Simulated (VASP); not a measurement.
# ZnSiP2 (I-42d) in VASP: single point with PBE

Aim: the single point of ZnSiP2 with PBE.

All numbers are computed with VASP 6.6.1; they aren't measurements. Logs are shortened: lines on timing, memory, paths and dates and some standing lists are left out, and cuts for length are marked.

### 1 The cell of the first run

Symmetry: I-42d, No. 122, tetragonal system. Conventional cell: a = 5.373 Å, b = 5.373 Å, c = 10.460 Å, α = 90.00°, β = 90.00°, γ = 90.00°. Zn (site symmetry -4) has 4 P at 2.36 Å within 3.1 Å. Within 3.0 Å of Si (site symmetry -4) lie 4 P at 2.25 Å. Within 3.0 Å of P (site symmetry 2) lie 2 Si at 2.25 Å and 2 Zn at 2.36 Å.

### 2 Single point, PBE

INCAR reads:

```
  PREC = Accurate
  ENCUT = 520
  EDIFF = 1E-6
  ISMEAR = 0
  SIGMA = 0.1
  LREAL = False
  LASPH = True
  NELM = 100
  ALGO = Fast
  ISIF = 2
  LWAVE = False
  LCHARG = False
  GGA = PE
  NBANDS = 36
```

KPOINTS reads:

```
Automatic mesh
0
Gamma
  6 6 6
```

POSCAR reads:

```
ZnSiP2
1.0
   -2.6867032364      2.6867032364      5.2300306318
    2.6867032364     -2.6867032364      5.2300306318
    2.6867032364      2.6867032364     -5.2300306318
Zn Si P
2 2 4
Direct
    0.0000000000      0.0000000000      0.0000000000
    0.7500000000      0.2500000000      0.5000000000
    0.5000000000      0.5000000000      0.0000000000
    0.2500000000      0.7500000000      0.5000000000
    0.3750000000      0.3923012000      0.5173012000
    0.8750000000      0.8576988000      0.4826988000
    0.6076988000      0.1250000000      0.9826988000
    0.1423012000      0.6250000000      0.0173012000
```

Potentials or basis: VASP PAW PBE potentials, release 64 (Zn, Si, P).

Run with:

```console
$ cat potpaw_PBE.64/Zn/POTCAR potpaw_PBE.64/Si/POTCAR potpaw_PBE.64/P/POTCAR > POTCAR
$ mpirun -np 1 vasp_std > vasp.out
```

OUTCAR:

```text
PREC = Accurate
   ENCUT = 520
   EDIFF = 1E-6
   ISMEAR = 0
   LREAL = False
   LASPH = True
   NELM = 100
   ISIF = 2
   GGA = PE

 ion  position               nearest neighbor table
   1  0.000  0.000  0.000-   5 2.36   7 2.36   6 2.36   8 2.36
   2  0.750  0.250  0.500-   8 2.36   6 2.36   7 2.36   5 2.36
   3  0.500  0.500  0.000-   5 2.25   6 2.25   7 2.25   8 2.25
   4  0.250  0.750  0.500-   5 2.25   6 2.25   7 2.25   8 2.25
   5  0.375  0.392  0.517-   3 2.25   4 2.25   1 2.36   2 2.36
   6  0.875  0.858  0.483-   3 2.25   4 2.25   1 2.36   2 2.36
   7  0.608  0.125  0.983-   3 2.25   4 2.25   2 2.36   1 2.36
   8  0.142  0.625  0.017-   3 2.25   4 2.25   2 2.36   1 2.36

  LATTYP: Found a body centered tetragonal cell.
 ALAT       =     5.3734064728
 C/A-ratio  =     1.9466350287

  Lattice vectors:

 A1 = (  -2.6867032364,   2.6867032364,   5.2300306318)
 A2 = (   2.6867032364,  -2.6867032364,   5.2300306318)
 A3 = (   2.6867032364,   2.6867032364,  -5.2300306318)

Analysis of symmetry for initial positions (statically):
=====================================================================
 Subroutine PRICEL returns:
 Original cell was already a primitive cell.

 Routine SETGRP: Setting up the symmetry group for a
 body centered tetragonal supercell.

 Subroutine GETGRP returns: Found  8 space group operations
 (whereof  4 operations were pure point group operations)
 out of a pool of 16 trial point group operations.

The static configuration has the point symmetry S_4 .
 The point group associated with its full space group is D_2d.

Analysis of symmetry for dynamics (positions and initial velocities):
=====================================================================
 Subroutine PRICEL returns:
 Original cell was already a primitive cell.

 Routine SETGRP: Setting up the symmetry group for a
 body centered tetragonal supercell.

 Subroutine GETGRP returns: Found  8 space group operations
 (whereof  4 operations were pure point group operations)
 out of a pool of 16 trial point group operations.

The dynamic configuration has the point symmetry S_4 .
 The point group associated with its full space group is D_2d.

 Subroutine INISYM returns: Found  8 space group operations
 (whereof  4 operations are pure point group operations),
 and found     1 'primitive' translations

----------------------------------------------------------------------------------------

                                     Primitive cell

  volume of cell :     151.0093

  direct lattice vectors                    reciprocal lattice vectors
    -2.686703236  2.686703236  5.230030632     0.000000000  0.186101685  0.095601735
     2.686703236 -2.686703236  5.230030632     0.186101685  0.000000000  0.095601735
     2.686703236  2.686703236 -5.230030632     0.186101685  0.186101685  0.000000000

  length of vectors
     6.464516144  6.464516144  6.464516144     0.209221244  0.209221244  0.263187527

  position of ions in fractional coordinates (direct lattice)
     0.000000000  0.000000000  0.000000000
     0.750000000  0.250000000  0.500000000
     0.500000000  0.500000000  0.000000000
     0.250000000  0.750000000  0.500000000
     0.375000000  0.392301200  0.517301200
     0.875000000  0.857698800  0.482698800
     0.607698800  0.125000000  0.982698800
     0.142301200  0.625000000  0.017301200

  ion indices of the primitive-cell ions
   primitive index   ion index
                 1           1
                 2           2
                 3           3
                 4           4
                 5           5
                 6           6
                 7           7
                 8           8

----------------------------------------------------------------------------------------

 KPOINTS: Automatic mesh

Automatic generation of k-mesh.
 Grid dimensions read from file:
 generate k-points for:    6    6    6

 Generating k-lattice:

  Cartesian coordinates                     Fractional coordinates (reciprocal lattice)
     0.000000000  0.031016948  0.015933622     0.166666667 -0.000000000  0.000000000
     0.031016948  0.000000000  0.015933622    -0.000000000  0.166666667  0.000000000
     0.031016948  0.031016948  0.000000000     0.000000000  0.000000000  0.166666667

  Length of vectors
     0.034870207  0.034870207  0.043864588

  Shift w.r.t. Gamma in fractional coordinates (k-lattice)
     0.000000000  0.000000000  0.000000000

 Subroutine IBZKPT returns following result:
 ===========================================

 Found     30 irreducible k-points:

 Following reciprocal coordinates:
            Coordinates               Weight
  0.000000  0.000000  0.000000      1.000000
  0.166667  0.000000  0.000000      8.000000
  0.333333  0.000000 -0.000000      8.000000
  0.500000  0.000000  0.000000      4.000000
  0.166667  0.166667  0.000000      8.000000
  0.333333  0.166667 -0.000000     16.000000
[... 16 lines left out ...]
 -0.333333 -0.333333  0.166667      8.000000
 -0.166667 -0.333333  0.166667      8.000000
 [... further k-points ...]
   k-points           NKPTS =     30   k-points in BZ     NKDIM =     30   number of bands    NBANDS=     36
   number of dos      NEDOS =    301   number of ions     NIONS =      8
   total plane-waves  NPLWV = 110592
   dimension x,y,z NGX =    48 NGY =   48 NGZ =   48
   dimension x,y,z NGXF=    96 NGYF=   96 NGZF=   96
   ions per type =               2   2   4
   NGX,Y,Z   is equivalent  to a cutoff of  12.34, 12.34, 12.34 a.u.
   NGXF,Y,Z  is equivalent  to a cutoff of  24.69, 24.69, 24.69 a.u.
 SYSTEM =  unknown system
   PREC   = accura    normal or accurate (medium, high low for compatibility)
   ISTART =      0    job   : 0-new  1-cont  2-samecut
   ICHARG =      2    charge: 1-file 2-atom 10-const
   ISPIN  =      1    spin polarized calculation?
   LNONCOLLINEAR =      F non collinear calculations
   LSORBIT =      F    spin-orbit coupling
   LASPH  =      T    aspherical Exc in radial PAW
   ENCUT  =  520.0 eV  38.22 Ry    6.18 a.u.  12.02 12.02 12.02*2*pi/ulx,y,z
   NELM   =    100;   NELMIN=  2; NELMDL= -5     # of ELM steps
   EDIFF  = 0.1E-05   stopping-criterion for ELM
   LREAL  =      F    real-space projection
   EDIFFG = 0.1E-04   stopping-criterion for IOM
   NSW    =      0    number of steps for IOM
   IBRION =     -1    ionic relax: 0-MD 1-quasi-New 2-CG
   NFREE  =      0    steps in history (QN), initial steepest desc. (CG)
   ISIF   =      2    stress and relaxation
   ISYM   =      2    0-nonsym 1-usesym 2-fastsym
   POTIM  = 0.5000    time-step for ionic-motion
   TEBEG  =    0.0;   TEEND  =   0.0 temperature during run
   PSTRESS=    0.0 pullay stress
   NELECT =      52.0000    total number of electrons
   NUPDOWN=      -1.0000    fix difference up-down
   EMIN   =  10.00;   EMAX   =-10.00  energy-range for DOS
   EFERMI =   0.00;   METHOD = LEGACY
   ISMEAR =     0;   SIGMA  =   0.10  broadening in eV -4-tet -1-fermi 0-gaus
   EFERMI_NEDOS =   21; number of points for ismear=-14 and -15
   IALGO  =     68    algorithm
   IMIX   =      4    mixing-type and parameters
     AMIX     =   0.40;   BMIX     =  1.00
     AMIX_MAG =   1.60;   BMIX_MAG =  1.00
  volume/ion in A,a.u.               =      18.88       127.38
  Fermi-wavevector in a.u.,A,eV,Ry     =   1.147470  2.168404 17.914625  1.316688
  Thomas-Fermi vector in A             =   2.284150
   LORBIT       =      0    0 simple, 1 ext, 2 COOP (PROOUT), +10 PAW based schemes
   GGA     = PE    functional components
   LHFCALC =     F    Hartree Fock is set to
   AEXX    =    0.0000 exact exchange contribution
   IVDW    =     0    specifies the selected vdW correction
   LEPSILON=     F    determine dielectric tensor
   LRPA    =     F    only Hartree local field effects (RPA)
 non-spin polarized calculation
 RMM-DIIS sequential band-by-band and
 Gauss-broadening in eV      SIGMA  =   0.10
  energy-cutoff  :      520.00
  volume of cell :      151.01
 maximum number of plane-waves:      4088
   NGX = 25   NGY = 25   NGZ = 25

 number of electron      52.0000018 magnetization

 Free energy of the ion-electron system (eV)
  ---------------------------------------------------
  ext. energy  EPLUGINS =         0.00000000
  ---------------------------------------------------
  free energy    TOTEN  =       -37.18001991 eV

  energy without entropy =      -37.18001991  energy(sigma->0) =      -37.18001991

 E-fermi :   5.0788     XC(G=0):  -9.8099

 val. band max:        4.6468698390   @ k =   0.0000   0.0000   0.0000
 cond. band min:       5.9630679969   @ k =   0.0000   0.0000   0.0000
 fundamental gap:      1.3161981579
 Fermi energy:         5.0787580536

 k-point     1 :       0.0000    0.0000    0.0000
  band No.  band energies     occupation
      1      -8.4115      2.00000
      2      -5.4691      2.00000
      3      -5.4606      2.00000
      4      -5.4606      2.00000
      5      -3.9516      2.00000
      6      -2.1565      2.00000
[... 28 lines left out ...]
     35       9.8733      0.00000
     36      10.3712      0.00000

 k-point     2 :       0.1667    0.0000    0.0000
  band No.  band energies     occupation
      1      -8.2859      2.00000
      2      -5.7720      2.00000
      3      -5.5603      2.00000
      4      -5.5125      2.00000
      5      -3.6704      2.00000
      6      -2.2348      2.00000
[... 28 lines left out ...]
     35       9.7562      0.00000
     36      10.5608      0.00000
[... 817 lines left out ...]
     35       9.7520      0.00000
     36      10.6335      0.00000

 k-point    24 :      -0.1667   -0.3333    0.1667
  band No.  band energies     occupation
      1      -8.0668      2.00000
      2      -6.3415      2.00000
      3      -5.6727      2.00000
      4      -5.5092      2.00000
      5      -3.2003      2.00000
      6      -2.3783      2.00000
[... 28 lines left out ...]
     35       9.3959      0.00000
     36      10.0607      0.00000

 [... further k-points ...]

------------------------ aborting loop because EDIFF is reached ----------------------------------------

  FORCE on cell =-STRESS in cart. coord.  units (eV):
  Direction    XX          YY          ZZ          XY          YZ          ZX
  --------------------------------------------------------------------------------------
  -------------------------------------------------------------------------------------
  Total        2.1368056      2.1368056      2.0568291      0.0000000      0.0000000      0.0000000
  in kB       22.6710673     22.6710673     21.8225339      0.0000000      0.0000000      0.0000000
  external PRESSURE =      22.3882228 kB  Pullay stress =       0.0000000 kB

 VOLUME and BASIS-vectors are now :
 -----------------------------------------------------------------------------
  energy-cutoff  :      520.00
  volume of cell :      151.01
      direct lattice vectors                 reciprocal lattice vectors
    -2.686703236  2.686703236  5.230030632     0.000000000  0.186101685  0.095601735
     2.686703236 -2.686703236  5.230030632     0.186101685  0.000000000  0.095601735
     2.686703236  2.686703236 -5.230030632     0.186101685  0.186101685  0.000000000

 POSITION                                       TOTAL-FORCE (eV/Angst)
 -----------------------------------------------------------------------------------
      0.00000      0.00000      0.00000        -0.000000     -0.000000      0.000000
     -0.00000      2.68670      2.61502         0.000000     -0.000000     -0.000000
      0.00000      0.00000      5.23003         0.000000     -0.000000      0.000000
      2.68670     -0.00000      2.61502        -0.000000     -0.000000      0.000000
      1.43632      1.34335      1.30751        -0.022380     -0.000000      0.000000
      1.25039      1.34335      6.53754         0.022380     -0.000000      0.000000
      1.34335      3.93709     -1.30751        -0.000000      0.022380      0.000000
      1.34335     -1.25039      3.92252         0.000000     -0.022380      0.000000
 -----------------------------------------------------------------------------------
    total drift:                                0.000003      0.000003     -0.000006

  FREE ENERGIE OF THE ION-ELECTRON SYSTEM (eV)
  ---------------------------------------------------
  free  energy   TOTEN  =       -37.1800199084 eV

  energy  without entropy=      -37.1800199084  energy(sigma->0) =      -37.18001991
```

Wall time 6.9 min (1 thread of AMD EPYC 7R43 (Zen 3), shared host); peak memory 0.35 GiB.

Results:

- Free energy: -37.1800 eV
- Pressure: 2.2 GPa
- Largest force: 0.022 eV/Å
- Band gap on the k mesh: 1.32 eV

Forces on the atoms (eV/Å):
```
Zn   0.000  0.000  0.000
Zn   0.000  0.000  0.000
Si   0.000  0.000  0.000
Si   0.000  0.000  0.000
P   -0.022  0.000  0.000
P    0.022  0.000  0.000
P    0.000  0.022  0.000
P    0.000 -0.022  0.000
```

A k mesh can miss the band edges.
